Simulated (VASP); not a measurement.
Write the native input for VASP 6.6.1 that does the following.

| Item | Value |
| --- | --- |
| Task | single point |
| Functional | PBE |
| Potentials or basis | VASP PAW PBE potentials, release 64 (Te, O) |
| Cutoff | 520 eV |
| k mesh | 10 × 10 × 4 |
| Occupations | gaussian, width 0.1 eV |
| Spin | no spin polarisation |
| Dipole correction | no |
| Further INCAR settings | ALGO = Normal; EDIFF = 1e-07; NBANDS = 23 |

The structure of Te4O lies in POSCAR:

```
Te4O
1.0
    3.1960185556      0.0000000000      0.0000000000
    0.0000000000      3.1960185556      0.0000000000
    0.0000000000      0.0000000000     13.9751431086
Te O
4 1
Direct
    0.0000000000      0.0000000000      0.1443288826
    0.0000000000      0.0000000000      0.8556711174
    0.0000000000      0.0000000000      0.6336118826
    0.0000000000      0.0000000000      0.3663881174
    0.0000000000      0.0000000000      0.0000000000
```

These files were run (other wordings do the same):

INCAR

```
SYSTEM = Te4O
PREC = Accurate
ENCUT = 520
EDIFF = 1E-7
ISMEAR = 0
SIGMA = 0.1
LREAL = .FALSE.
LASPH = .TRUE.
NELM = 80
ALGO = Normal
ISIF = 2
LWAVE = .FALSE.
LCHARG = .FALSE.
GGA = PE
NBANDS = 23
```

KPOINTS

```
Automatic mesh
0
G
  10 10 4
  0 0 0
```

Potentials or basis: VASP PAW PBE potentials, release 64 (Te, O).

Run with:

```bash
$ cat potpaw_PBE.64/Te/POTCAR potpaw_PBE.64/O/POTCAR > POTCAR
$ mpirun -np 1 vasp_std > vasp.out
```

It gave:

The pressure is -0.1 GPa and the largest force is 0.028 eV/Å. The band gap on the k mesh is zero (band 15 reaches 8.20 eV, above the bottom of band 16 at 4.01 eV).

Caveat: spin-orbit coupling is left out, which moves the levels of the heavy elements; this functional lacks dispersion, which binds the layers, so the pressure and a relaxed spacing across them are unreliable.

Wall time 89 s on 1 thread of Intel(R) Xeon(R) 6975P-C (Granite Rapids), with other jobs on the host, peak memory 0.34 GiB.
